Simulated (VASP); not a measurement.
Write the native input for VASP 6.6.1 that does the following.

| Quantity | Value |
| --- | --- |
| Task | single point |
| Functional | PBEsol |
| Potentials or basis | VASP PAW PBE potentials, release 64 (Co, O) |
| Cutoff | 520 eV |
| k mesh | 8 × 8 × 8 |
| Occupations | fermi-dirac, width 0.1 eV |
| Spin | collinear spin, ferromagnetic start |
| Starting moments | [1.8, 0.0] μB |
| Dipole correction | no |
| Further INCAR settings | ALGO = Normal; EDIFF = 1e-07; NBANDS = 18 |

The structure of CoO lies in POSCAR:

```
CoO
1.0
    0.0000000000      2.1315000000      2.1315000000
    2.1315000000      0.0000000000      2.1315000000
    2.1315000000      2.1315000000      0.0000000000
Co O
1 1
Direct
    0.0000000000      0.0000000000      0.0000000000
    0.5000000000      0.5000000000      0.5000000000
```

These files were run (other wordings do the same):

INCAR

```
SYSTEM = CoO
  ALGO = Normal
  EDIFF = 1E-7
  ENCUT = 520
  GGA = PS
  ISIF = 2
  ISMEAR = -1
  ISPIN = 2
  LASPH = .TRUE.
  LCHARG = .TRUE.
  LELF = .TRUE.
  LMAXMIX = 4
  LORBIT = 11
  LREAL = .FALSE.
  LVHAR = .TRUE.
  LWAVE = .FALSE.
  MAGMOM = 1.8 0
  NBANDS = 18
  NELM = 150
  PREC = Accurate
  SIGMA = 0.1
```

KPOINTS

```
k-points
0
G
  8 8 8
  0 0 0
```

Potentials or basis: VASP PAW PBE potentials, release 64 (Co, O).

The run is started by

```sh
$ cat potpaw_PBE.64/Co/POTCAR potpaw_PBE.64/O/POTCAR > POTCAR
$ mpirun -np 1 vasp_std > vasp.out
```

It gave:

The pressure is -11.4 GPa and the net moment is 2.88 μB per cell. The site moments are Co +2.53; O +0.30 μB and the valence electrons inside the program's atomic spheres are Co 7.80; O 4.95.

Caveat: the PAW data sets were made with another functional, which shifts forces and pressure a little; a cell with one magnetic atom can't hold antiferromagnetic order, which such compounds often take.

It took 45 s on 1 thread of AMD EPYC 7R43 64-Core Processor (Zen 3), with other jobs on the host, peak memory 0.11 GiB.
